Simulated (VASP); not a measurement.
# Cl in VASP: a series of runs

The runs below take Cl through single point, with PBE, r2SCAN.

Everything below comes from runs of VASP 6.6.1. Logs are shortened: lines on timing, memory, paths and dates and some standing lists are left out, and cuts for length are marked.

**1. The cell of the first run**

Symmetry: Cmce, No. 64, orthorhombic system. The conventional cell has a = 6.250 Å, b = 4.014 Å, c = 7.879 Å, α = 90.00°, β = 90.00°, γ = 90.00°. Within 2.7 Å of Cl (site symmetry m) lie 1 Cl at 2.02 Å.

**2. Single point, PBE (uniaxial z strain -3.3%)**

INCAR

```
PREC     = Accurate       # precision mode
ENCUT    = 520            # plane-wave cutoff, eV
EDIFF    = 1E-7           # SCF threshold, eV
ISMEAR   = -1             # smearing method
SIGMA    = 0.02           # smearing width, eV
LREAL    = False          # projectors in reciprocal space
LASPH    = True           # aspherical terms in the spheres
NELM     = 80             # most SCF steps
ALGO     = Normal         # electronic algorithm
ISIF     = 2              # what is computed and relaxed
LWAVE    = False          # write WAVECAR
LCHARG   = True           # write CHGCAR
GGA      = PE             # functional
LELF     = True           # ELF
LVHAR    = True         
NBANDS   = 22             # bands
```

KPOINTS

```
Automatic mesh
0
Gamma
  8 8 4
```

POSCAR

```
Cl
1.0
    3.1252367059     -2.0072450970      0.0000000000
    3.1252367059      2.0072450970      0.0000000000
    0.0000000000      0.0000000000      7.8785382953
Cl
4
Direct
    0.8670600257      0.1329399743      0.6087531761
    0.1329399743      0.8670600257      0.3912468239
    0.6329399743      0.3670600257      0.1087531761
    0.3670600257      0.6329399743      0.8912468239
```

Potentials or basis: VASP PAW PBE potentials, release 64 (Cl).

On the command line:

```console
> cat potpaw_PBE.64/Cl/POTCAR > POTCAR
> mpirun -np 1 vasp_std > vasp.out
```

OUTCAR:

```text
PREC = Accurate
   ENCUT = 520
   EDIFF = 1E-7
   ISMEAR = -1
   LREAL = False
   LASPH = True
   NELM = 80
   ISIF = 2
   GGA = PE

 ion  position               nearest neighbor table
   1  0.867  0.133  0.609-   2 2.02
   2  0.133  0.867  0.391-   1 2.02
   3  0.633  0.367  0.109-   4 2.02
   4  0.367  0.633  0.891-   3 2.02

  LATTYP: Found a base centered orthorhombic cell.
 ALAT       =     4.0144901940
 B/A-ratio  =     1.5569781242
 C/A-ratio  =     1.9625252310

  Lattice vectors:

 A1 = (  -3.1252367059,  -2.0072450970,   0.0000000000)
 A2 = (   3.1252367059,  -2.0072450970,   0.0000000000)
 A3 = (   0.0000000000,   0.0000000000,   7.8785382953)

Analysis of symmetry for initial positions (statically):
=====================================================================
 Subroutine PRICEL returns:
 Original cell was already a primitive cell.

 Routine SETGRP: Setting up the symmetry group for a
 base centered orthorhombic supercell.

 Subroutine GETGRP returns: Found  8 space group operations
 (whereof  4 operations were pure point group operations)
 out of a pool of  8 trial point group operations.

The static configuration has the point symmetry C_2h.
 The point group associated with its full space group is D_2h.

Analysis of symmetry for dynamics (positions and initial velocities):
=====================================================================
 Subroutine PRICEL returns:
 Original cell was already a primitive cell.

 Routine SETGRP: Setting up the symmetry group for a
 base centered orthorhombic supercell.

 Subroutine GETGRP returns: Found  8 space group operations
 (whereof  4 operations were pure point group operations)
 out of a pool of  8 trial point group operations.

The dynamic configuration has the point symmetry C_2h.
 The point group associated with its full space group is D_2h.

 Subroutine INISYM returns: Found  8 space group operations
 (whereof  4 operations are pure point group operations),
 and found     1 'primitive' translations

----------------------------------------------------------------------------------------

                                     Primitive cell

  volume of cell :      98.8460

  direct lattice vectors                    reciprocal lattice vectors
     3.125236706 -2.007245097  0.000000000     0.159987882 -0.249097632  0.000000000
     3.125236706  2.007245097  0.000000000     0.159987882  0.249097632  0.000000000
     0.000000000  0.000000000  7.878538295     0.000000000  0.000000000  0.126927098

  length of vectors
     3.714315192  3.714315192  7.878538295     0.296050253  0.296050253  0.126927098

  position of ions in fractional coordinates (direct lattice)
     0.867060026  0.132939974  0.608753176
     0.132939974  0.867060026  0.391246824
     0.632939974  0.367060026  0.108753176
     0.367060026  0.632939974  0.891246824

  ion indices of the primitive-cell ions
   primitive index   ion index
                 1           1
                 2           2
                 3           3
                 4           4

----------------------------------------------------------------------------------------

 KPOINTS: Automatic mesh

Automatic generation of k-mesh.
 Grid dimensions read from file:
 generate k-points for:    8    8    4

 Generating k-lattice:

  Cartesian coordinates                     Fractional coordinates (reciprocal lattice)
     0.019998485 -0.031137204  0.000000000     0.125000000 -0.000000000  0.000000000
     0.019998485  0.031137204  0.000000000    -0.000000000  0.125000000  0.000000000
     0.000000000  0.000000000  0.031731774     0.000000000  0.000000000  0.250000000

  Length of vectors
     0.037006282  0.037006282  0.031731774

  Shift w.r.t. Gamma in fractional coordinates (k-lattice)
     0.000000000  0.000000000  0.000000000

 Subroutine IBZKPT returns following result:
 ===========================================

 Found     63 irreducible k-points:

 Following reciprocal coordinates:
            Coordinates               Weight
  0.000000  0.000000  0.000000      1.000000
  0.125000  0.000000  0.000000      4.000000
  0.250000  0.000000  0.000000      4.000000
  0.375000  0.000000  0.000000      4.000000
  0.500000  0.000000  0.000000      2.000000
  0.125000  0.125000  0.000000      2.000000
[... 16 lines left out ...]
  0.125000  0.000000  0.250000      8.000000
  0.250000  0.000000  0.250000      8.000000
 [... further k-points ...]
   k-points           NKPTS =     63   k-points in BZ     NKDIM =     63   number of bands    NBANDS=     22
   number of dos      NEDOS =    301   number of ions     NIONS =      4
   total plane-waves  NPLWV =  47040
   dimension x,y,z NGX =    28 NGY =   28 NGZ =   60
   dimension x,y,z NGXF=    56 NGYF=   56 NGZF=  120
   ions per type =               4
   NGX,Y,Z   is equivalent  to a cutoff of  12.53, 12.53, 12.66 a.u.
   NGXF,Y,Z  is equivalent  to a cutoff of  25.06, 25.06, 25.32 a.u.
 SYSTEM =  unknown system
   PREC   = accura    normal or accurate (medium, high low for compatibility)
   ISTART =      0    job   : 0-new  1-cont  2-samecut
   ICHARG =      2    charge: 1-file 2-atom 10-const
   ISPIN  =      1    spin polarized calculation?
   LNONCOLLINEAR =      F non collinear calculations
   LSORBIT =      F    spin-orbit coupling
   LASPH  =      T    aspherical Exc in radial PAW
   ENCUT  =  520.0 eV  38.22 Ry    6.18 a.u.   6.91  6.91 14.65*2*pi/ulx,y,z
   NELM   =     80;   NELMIN=  2; NELMDL= -5     # of ELM steps
   EDIFF  = 0.1E-06   stopping-criterion for ELM
   LREAL  =      F    real-space projection
   EDIFFG = 0.1E-05   stopping-criterion for IOM
   NSW    =      0    number of steps for IOM
   IBRION =     -1    ionic relax: 0-MD 1-quasi-New 2-CG
   NFREE  =      0    steps in history (QN), initial steepest desc. (CG)
   ISIF   =      2    stress and relaxation
   ISYM   =      2    0-nonsym 1-usesym 2-fastsym
   POTIM  = 0.5000    time-step for ionic-motion
   TEBEG  =    0.0;   TEEND  =   0.0 temperature during run
   PSTRESS=    0.0 pullay stress
   NELECT =      28.0000    total number of electrons
   NUPDOWN=      -1.0000    fix difference up-down
   EMIN   =  10.00;   EMAX   =-10.00  energy-range for DOS
   EFERMI =   0.00;   METHOD = LEGACY
   ISMEAR =    -1;   SIGMA  =   0.02  broadening in eV -4-tet -1-fermi 0-gaus
   EFERMI_NEDOS =   21; number of points for ismear=-14 and -15
   IALGO  =     38    algorithm
   IMIX   =      4    mixing-type and parameters
     AMIX     =   0.40;   BMIX     =  1.00
     AMIX_MAG =   1.60;   BMIX_MAG =  1.00
  volume/ion in A,a.u.               =      24.71       166.76
  Fermi-wavevector in a.u.,A,eV,Ry     =   1.075164  2.031764 15.728016  1.155977
  Thomas-Fermi vector in A             =   2.211012
   LORBIT       =      0    0 simple, 1 ext, 2 COOP (PROOUT), +10 PAW based schemes
   GGA     = PE    functional components
   LHFCALC =     F    Hartree Fock is set to
   AEXX    =    0.0000 exact exchange contribution
   IVDW    =     0    specifies the selected vdW correction
   LEPSILON=     F    determine dielectric tensor
   LRPA    =     F    only Hartree local field effects (RPA)
 non-spin polarized calculation
  energy-cutoff  :      520.00
  volume of cell :       98.85
 maximum number of plane-waves:      2700
   NGX = 13   NGY = 13   NGZ = 29

 number of electron      27.9999995 magnetization

 Free energy of the ion-electron system (eV)
  ---------------------------------------------------
  ext. energy  EPLUGINS =         0.00000000
  ---------------------------------------------------
  free energy    TOTEN  =        -7.19634477 eV

  energy without entropy =       -7.19634477  energy(sigma->0) =       -7.19634477

 E-fermi :   1.1426     XC(G=0):  -8.4941

 val. band max:        0.7070407387   @ k =   0.5000   0.0000   0.5000
 cond. band min:       3.1181777204   @ k =   0.0000   0.0000   0.0000
 fundamental gap:      2.4111369817
 Fermi energy:         1.1426351769

 k-point     1 :       0.0000    0.0000    0.0000
  band No.  band energies     occupation
      1     -16.2439      2.00000
      2     -15.8085      2.00000
      3     -12.4660      2.00000
      4     -11.3187      2.00000
      5      -5.1235      2.00000
      6      -3.6282      2.00000
[... 14 lines left out ...]
     21      11.2603      0.00000
     22      11.6357      0.00000

 k-point     2 :       0.1250    0.0000    0.0000
  band No.  band energies     occupation
      1     -16.1944      2.00000
      2     -15.7876      2.00000
      3     -12.4225      2.00000
      4     -11.3686      2.00000
      5      -5.1205      2.00000
      6      -3.7150      2.00000
[... 14 lines left out ...]
     21      11.0970      0.00000
     22      11.4418      0.00000

 k-point     3 :       0.2500    0.0000    0.0000
  band No.  band energies     occupation
      1     -16.0635      2.00000
      2     -15.7431      2.00000
      3     -12.3027      2.00000
      4     -11.5089      2.00000
      5      -5.1115      2.00000
      6      -4.0090      2.00000
[... 14 lines left out ...]
     21      10.9856      0.00000
     22      11.7088      0.00000
[... 476 lines left out ...]
 k-point    23 :       0.1250    0.0000    0.2500
  band No.  band energies     occupation
      1     -16.1433      2.00000
      2     -15.8576      2.00000
      3     -12.2691      2.00000
      4     -11.5282      2.00000
      5      -4.9381      2.00000
      6      -3.9737      2.00000
[... 14 lines left out ...]
     21      11.1475      0.00000
     22      11.3478      0.00000

 k-point    24 :       0.2500    0.0000    0.2500
  band No.  band energies     occupation
      1     -16.0219      2.00000
      2     -15.7963      2.00000
      3     -12.1869      2.00000
      4     -11.6276      2.00000
      5      -4.9579      2.00000
      6      -4.1621      2.00000
[... 14 lines left out ...]
     21      11.1071      0.00000
     22      11.4016      0.00000

 [... further k-points ...]

------------------------ aborting loop because EDIFF is reached ----------------------------------------

  FORCE on cell =-STRESS in cart. coord.  units (eV):
  Direction    XX          YY          ZZ          XY          YZ          ZX
  --------------------------------------------------------------------------------------
  -------------------------------------------------------------------------------------
  Total        1.4782725      1.4992281      1.6175001      0.0000000      0.0000000      0.0000000
  in kB       23.9610641     24.3007308     26.2177806      0.0000000      0.0000000      0.0000000
  external PRESSURE =      24.8265252 kB  Pullay stress =       0.0000000 kB

 VOLUME and BASIS-vectors are now :
 -----------------------------------------------------------------------------
  energy-cutoff  :      520.00
  volume of cell :       98.85
      direct lattice vectors                 reciprocal lattice vectors
     3.125236706 -2.007245097  0.000000000     0.159987882 -0.249097632  0.000000000
     3.125236706  2.007245097  0.000000000     0.159987882  0.249097632  0.000000000
     0.000000000  0.000000000  7.878538295     0.000000000  0.000000000  0.126927098

 POSITION                                       TOTAL-FORCE (eV/Angst)
 -----------------------------------------------------------------------------------
      3.12524     -1.47356      4.79609         0.000000     -0.003037      0.055811
      3.12524      1.47356      3.08245         0.000000      0.003037     -0.055811
      3.12524     -0.53369      0.85682         0.000000      0.003037      0.055811
      3.12524      0.53369      7.02172         0.000000     -0.003037     -0.055811
 -----------------------------------------------------------------------------------
    total drift:                               -0.000000     -0.000000     -0.000000

  FREE ENERGIE OF THE ION-ELECTRON SYSTEM (eV)
  ---------------------------------------------------
  free  energy   TOTEN  =        -7.1963447733 eV

  energy  without entropy=       -7.1963447733  energy(sigma->0) =       -7.19634477
```

It took 2.9 min on 1 thread of Intel Xeon 8259CL, shared host; peak memory 0.25 GiB.

What came out:

```
Free energy            : -7.1963 eV
Pressure               : 2.5 GPa
Largest force          : 0.056 eV/Å
Band gap on the k mesh : 2.41 eV (least direct gap 2.42 eV)
```

Forces on the atoms (eV/Å):
```
Cl   0.000 -0.003  0.056
Cl   0.000  0.003 -0.056
Cl   0.000  0.003  0.056
Cl   0.000 -0.003 -0.056
```

Stress tensor (GPa, compression positive):
```
2.40 0.00 0.00
0.00 2.43 0.00
0.00 0.00 2.62
```

Caveat: the cell differs from its parent crystal (uniaxial z strain -3.3%); this functional lacks dispersion, which holds the molecules together, so the pressure and a relaxed volume are unreliable.

**3. Single point, r2SCAN (uniaxial z strain -3.3%)**

POSCAR is that of step 2.

INCAR.step1

```
SYSTEM = Cl
ALGO = Normal
EDIFF = 1E-4
ENCUT = 520
GGA = PE
ISMEAR = 0
LASPH = .True.
LCHARG = .False.
LREAL = .False.
LWAVE = .True.
NBANDS = 22
NELM = 60
PREC = Accurate
SIGMA = 0.01
```

INCAR.step2

```
SYSTEM = Cl
ALGO = Normal
EDIFF = 1E-6
ENCUT = 520
ISIF = 2
ISMEAR = 0
ISTART = 1
LASPH = .True.
LCHARG = .False.
LMIXTAU = .True.
LREAL = .False.
LWAVE = .False.
METAGGA = R2SCAN
NBANDS = 22
NELM = 60
PREC = Accurate
SIGMA = 0.01
```

KPOINTS

```
k-points
0
Gamma
  8 8 4
  0 0 0
```

Potentials or basis: VASP PAW PBE potentials, release 64 (Cl).

On the command line:

```console
> cat potpaw_PBE.64/Cl/POTCAR > POTCAR
> cp INCAR.step1 INCAR
> mpirun -np 1 vasp_std > vasp.out
> cp INCAR.step2 INCAR
> mpirun -np 1 vasp_std > vasp.out
```

Wall time 9.7 min (1 thread of Intel Xeon 8259CL, shared host); peak memory 0.26 GiB.

Results (log left out):

```yaml
Free_energy: -24.5448 eV
Pressure: 0.9 GPa
Largest_force: 0.232 eV/Å
Band_gap_on_the_k_mesh: 2.74 eV (least direct gap 2.77 eV)
```

Forces on the atoms (eV/Å):
```
Cl   0.000 -0.126 -0.195
Cl   0.000  0.126  0.195
Cl   0.000  0.126 -0.195
Cl   0.000 -0.126  0.195
```

Stress tensor (GPa, compression positive):
```
0.89 0.00 0.00
0.00 1.08 0.00
0.00 0.00 0.81
```

Levels at points of the mesh, in eV from the valence-band top:
| k point | band 10 | band 11 | band 12 | band 13 | band 14 | band 15 | band 16 | band 17 | band 18 | band 19 |
| --- | --- | --- | --- | --- | --- | --- | --- | --- | --- | --- |
| (0.00, 0.00, 0.00) | -2.21 | -1.10 | -0.51 | -0.16 | -0.03 | 2.74 | 3.52 | 7.86 | 8.00 | 8.86 |
| (0.50, 0.00, 0.00) | -2.69 | -0.96 | -0.96 | -0.35 | -0.35 | 3.42 | 3.42 | 8.58 | 8.58 | 11.14 |
| (0.50, 0.50, 0.00) | -2.85 | -1.70 | -1.34 | -0.55 | -0.15 | 2.75 | 3.24 | 8.73 | 9.04 | 9.73 |
| (0.00, 0.00, 0.50) | -2.29 | -1.00 | -1.00 | -0.09 | -0.09 | 3.02 | 3.02 | 8.26 | 8.26 | 10.05 |
| (0.50, 0.00, 0.50) | -2.76 | -0.69 | -0.69 | 0.00 | 0.00 | 3.08 | 3.08 | 8.96 | 8.96 | 10.37 |
| (0.50, 0.50, 0.50) | -2.76 | -1.11 | -1.11 | -0.86 | -0.86 | 2.89 | 2.89 | 9.64 | 9.64 | 10.63 |

Caveat: the cell differs from its parent crystal (uniaxial z strain -3.3%); the PAW data sets were made with another functional, which shifts forces and pressure a little. A k mesh can miss the band edges.

(Continued in part 2 of 3.)
